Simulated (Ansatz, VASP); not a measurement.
**Two plane-wave programs on Ta2Ag**

The input INCAR:

```
SYSTEM = Ta2Ag
ALGO = Fast
EDIFF = 1E-7
EDIFFG = -0.01
ENCUT = 600
GGA = PE
IBRION = 2
ISIF = 3
ISMEAR = 0
LASPH = .TRUE.
LCHARG = .FALSE.
LREAL = .FALSE.
LWAVE = .FALSE.
NELM = 100
NSW = 100
PREC = Accurate
SIGMA = 0.1
```

KPOINTS

```
k-points
0
G
  12 12 16
  0 0 0
```

POSCAR

```
Ta2Ag
1.0
    4.8004661522      0.0000000000      0.0000000000
   -2.4002330761      4.1573256378      0.0000000000
    0.0000000000      0.0000000000      2.7642034234
Ta Ag
2 1
Direct
    0.3333333333      0.6666666667      0.5000000000
    0.6666666667      0.3333333333      0.5000000000
    0.0000000000      0.0000000000      0.0000000000
```

Input for Ansatz:

```yaml
crystal:
  lattice:
    - [4.8004661522, 0.0, 0.0]
    - [-2.4002330761, 4.1573256378, 0.0]
    - [0.0, 0.0, 2.7642034234]
  atoms:
    - { symbol: Ta, position: [0.3333333333, 0.6666666667, 0.5] }
    - { symbol: Ta, position: [0.6666666667, 0.3333333333, 0.5] }
    - { symbol: Ag, position: [0.0, 0.0, 0.0] }
basis:
  ecutwfc: 420
kpoints:
  mp_grid: { grid: [12, 12, 16] }
hamiltonian:
  xc: pbe
scf:
  occupations: { method: gaussian, width: 0.1 }
output:
  forces: true
  stress: true
  eigenvalues: true
  write_density: true
  write_potential: true
  elf: true
  volumetric_format: npy
relax:
  adjacent_minimum: "off"
  f_tol: 0.01
  max_steps: 80
  cell: { stress_tol: 0.05 }
```

Alike in both runs: task relaxation of cell and atoms; functional PBE; k mesh 12 × 12 × 16; occupations gaussian, width 0.1 eV; no spin polarisation.

|  | VASP | Ansatz |
| --- | --- | --- |
| version | VASP 6.6.1 | Ansatz 0.2.0 |
| potentials or method | VASP PAW PBE potentials, release 64 (Ta_pv, Ag), cutoff 600 eV | scalar-relativistic, plane waves, PAW |
| valence electrons in the cell | 33 | 45 |

|  | VASP | Ansatz | Ansatz less VASP |
| --- | --- | --- | --- |
| gap on the k mesh at the Fermi level, each at its own relaxed structure (eV) | none | none | - |
| relaxed volume (Å³/atom) | 18.39 | 18.38 | -0.006 |
| relaxed length of the cell vector where the two differ most in proportion (Å) | 2.764 | 2.764 | -0.0006 |

A gap of «none» marks a metal or a gap that the smearing closes. VASP's potentials hold 33 valence electrons a cell and Ansatz's 45, so a difference there can come from the potentials and not from the codes.

Neither program's run includes spin-orbit coupling. Noted on VASP's run: the relaxation stopped at its first step, so nothing moved.
